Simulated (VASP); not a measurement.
# Ni (Fm-3m) in VASP: further runs, part 2 of 2

VASP 6.6.1. Earlier steps stand in the parts before.

### Step 3. Single point, PBE, collinear spin, ferromagnetic start

Contents of INCAR:

```
PREC     = Accurate       # precision mode
ENCUT    = 520            # plane-wave cutoff, eV
EDIFF    = 1E-7           # SCF threshold, eV
ISMEAR   = -1             # smearing method
SIGMA    = 0.05           # smearing width, eV
LREAL    = F              # projectors in reciprocal space
LASPH    = T              # aspherical terms in the spheres
NELM     = 150            # most SCF steps
ALGO     = Normal         # electronic algorithm
ISIF     = 2              # what is computed and relaxed
LWAVE    = F              # write WAVECAR
LCHARG   = F              # write CHGCAR
ISPIN    = 2              # spin polarisation
MAGMOM   = 0.81 0.81      # initial moments
LORBIT   = 11             # projections on sites
LMAXMIX  = 4              # l up to which the mixer works
GGA      = PE             # functional
NBANDS   = 21             # bands
```

Contents of KPOINTS:

```
Automatic mesh
0
Gamma
  6 12 12
```

Contents of POSCAR:

```
Ni
1.0
    0.0000000000      3.5347000000      3.5347000000
    1.7673500000      0.0000000000      1.7673500000
    1.7673500000      1.7673500000      0.0000000000
Ni
2
Direct
    0.0000000000      0.0000000000      0.0000000000
    0.5000000000      0.0000000000      0.0000000000
```

Potentials or basis: VASP PAW PBE potentials, release 64 (Ni).

Launch:

```console
$ cat potpaw_PBE.64/Ni/POTCAR > POTCAR
$ mpirun -np 1 vasp_std > vasp.out
```

OUTCAR:

```text
PREC = Accurate
   ENCUT = 520
   EDIFF = 1E-7
   ISMEAR = -1
   LREAL = F
   LASPH = T
   NELM = 150
   ISIF = 2
   ISPIN = 2
   LORBIT = 11
   GGA = PE

 ion  position               nearest neighbor table
   1  0.000  0.000  0.000-   2 2.50   2 2.50   2 2.50   2 2.50   2 2.50   2 2.50
   2  0.500  0.000  0.000-   1 2.50   1 2.50   1 2.50   1 2.50   1 2.50   1 2.50

  LATTYP: Found a trigonal (rhomboedric) cell.
 ALAT       =     4.3291056969
 COS(alpha) =     0.8333333333

  Lattice vectors:

[... 1414 lines left out ...]
  external PRESSURE =     -22.6768258 kB  Pullay stress =       0.0000000 kB

 VOLUME and BASIS-vectors are now :
 -----------------------------------------------------------------------------
  energy-cutoff  :      520.00
  volume of cell :       22.08
      direct lattice vectors                 reciprocal lattice vectors
     0.000000000  3.534700000  3.534700000    -0.141454720  0.141454720  0.141454720
     1.767350000  0.000000000  1.767350000     0.282909441 -0.282909441  0.282909441
     1.767350000  1.767350000  0.000000000     0.282909441  0.282909441 -0.282909441

 POSITION                                       TOTAL-FORCE (eV/Angst)
 -----------------------------------------------------------------------------------
      0.00000      0.00000      0.00000         0.000000     -0.000000     -0.000000
      0.00000      1.76735      1.76735        -0.000000      0.000000      0.000000
 -----------------------------------------------------------------------------------
    total drift:                               -0.000000     -0.000000     -0.000000

  FREE ENERGIE OF THE ION-ELECTRON SYSTEM (eV)
  ---------------------------------------------------
  free  energy   TOTEN  =       -10.9511205053 eV

  energy  without entropy=      -10.9227238057  energy(sigma->0) =      -10.93692216

 total charge

# of ion       s       p       d       tot
------------------------------------------
    1        0.493   0.486   8.304   9.283
    2        0.493   0.486   8.304   9.283
--------------------------------------------------
tot          0.986   0.973  16.607  18.566

 magnetization (x)

# of ion       s       p       d       tot
------------------------------------------
    1       -0.006  -0.026   0.723   0.691
    2       -0.006  -0.026   0.723   0.691
--------------------------------------------------
tot         -0.012  -0.051   1.445   1.382
```

stdout:

```text
POSCAR found type information on POSCAR Ni
 POSCAR found :  1 types and       2 ions
 scaLAPACK will be used
 LDA part: xc-table for (Slater+PW92), standard interpolation
 -----------------------------------------------------------------------------
|                                                                             |
|           W    W    AA    RRRRR   N    N  II  N    N   GGGG   !!!           |
|           W    W   A  A   R    R  NN   N  II  NN   N  G    G  !!!           |
|           W    W  A    A  R    R  N N  N  II  N N  N  G       !!!           |
|           W WW W  AAAAAA  RRRRR   N  N N  II  N  N N  G  GGG   !            |
|           WW  WW  A    A  R   R   N   NN  II  N   NN  G    G                |
|           W    W  A    A  R    R  N    N  II  N    N   GGGG   !!!           |
|                                                                             |
|     Your reciprocal lattice and k-lattice belong to different lattice       |
|     classes:                                                                |
|                                                                             |
|        The reciprocal lattice is rhombohedral (trigonal),                   |
|        whereas your k-lattice is body-centered cubic.                       |
|                                                                             |
|     Results are often still useful ...                                      |
|                                                                             |
 -----------------------------------------------------------------------------

 POSCAR, INCAR and KPOINTS ok, starting setup
 FFT: planning ... GRIDC
 FFT: planning ... GRID_SOFT
 FFT: planning ... GRID
 WAVECAR not read
 entering main loop
```

Wall time 40 s (1 thread of Intel Xeon 6975P-C (Granite Rapids), shared host); peak memory 0.19 GiB.

What came out:

```yaml
Free_energy: -10.9511 eV
Pressure: -2.3 GPa
Net_moment: 1.36 μB per cell
Site_moments: Ni +0.69 μB
Valence_electrons_inside_the_program's_atomic_spheres: Ni 9.28
```

Levels at points of the mesh, in eV from the Fermi level:
Spin up:
| k point | band 9 | band 10 | band 11 | band 12 | band 13 | band 14 |
| --- | --- | --- | --- | --- | --- | --- |
| (0.00, 0.00, 0.00) | -1.28 | -0.64 | -0.64 | -0.26 | 5.54 | 22.11 |
| (0.50, 0.00, 0.00) | -1.21 | -1.21 | -1.21 | -1.21 | 14.27 | 14.27 |
| (0.00, 0.50, 0.00) | -0.52 | -0.52 | -0.26 | 2.44 | 5.54 | 9.08 |
| (0.50, 0.50, 0.00) | -0.60 | -0.60 | 2.19 | 2.19 | 8.35 | 8.35 |
Spin down:
```tsv
k point	band 6	band 7	band 8	band 9	band 10	band 11	band 12	band 13
(0.00, 0.00, 0.00)	-1.62	-1.62	-0.64	-0.64	-0.32	0.17	0.17	6.00
(0.50, 0.00, 0.00)	-1.46	-1.46	-1.46	-0.51	-0.51	-0.51	-0.51	14.42
(0.00, 0.50, 0.00)	-0.32	0.08	0.17	0.17	0.41	0.41	2.40	6.00
(0.50, 0.50, 0.00)	-1.74	-0.87	-0.87	0.23	0.23	2.58	2.58	8.56
```
